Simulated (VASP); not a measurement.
Here is a VASP 6.6.1 calculation.

Contents of INCAR:

```
SYSTEM = TaO
PREC = Accurate ; ENCUT = 600
EDIFF = 1E-6 ; ISMEAR = -1
SIGMA = 0.05 ; LREAL = .FALSE.
LASPH = .TRUE. ; NELM = 100
ALGO = Normal ; ISIF = 3
LWAVE = .FALSE. ; LCHARG = .FALSE.
GGA = PE ; IBRION = 2
NSW = 60 ; EDIFFG = -0.01
PSTRESS = 300.0
```

File KPOINTS:

```
regular mesh
0
G
  10 10 7
  0 0 0
```

File POSCAR:

```
TaO
1.0
    3.0661100000      0.0000000000      0.0000000000
   -1.5330600000      2.6553300000      0.0000000000
    0.0000000000      0.0000000000      3.8550200000
Ta O
1 1
Direct
    0.0000000000      0.0000000000      0.5000000000
    0.0000000000      0.0000000000      0.0000000000
```

Potentials or basis: VASP PAW PBE potentials, release 64 (Ta_pv, O).

The run is started by

```console
$ cat potpaw_PBE.64/Ta_pv/POTCAR potpaw_PBE.64/O/POTCAR > POTCAR
$ mpirun -np 1 vasp_std > vasp.out
```

(1) Predict the band gap on the k mesh.

(2) Estimate the space group after relaxing (to 0.1 Å).

(3) Estimate the relaxed volume.

(4) What does it give for the relaxed cell?

Results:

(1) zero (an odd number of electrons rules out a gap without spin polarisation).

(2) P6/mmm (No. 191).

(3) 13.01 Å³/atom.

(4) a = 2.817 Å, b = 2.817 Å, c = 3.787 Å, α = 90.00°, β = 90.00°, γ = 120.00°.

Caveat: the cell is relaxed towards a set pressure, so the run minimises the enthalpy, not the energy; the volume moved by over 15 % at a fixed basis, so the end points are rough; spin-orbit coupling is left out, which moves the levels of the heavy elements; an odd number of electrons without spin polarisation forces a metal; a magnetic or distorted state may lie lower.
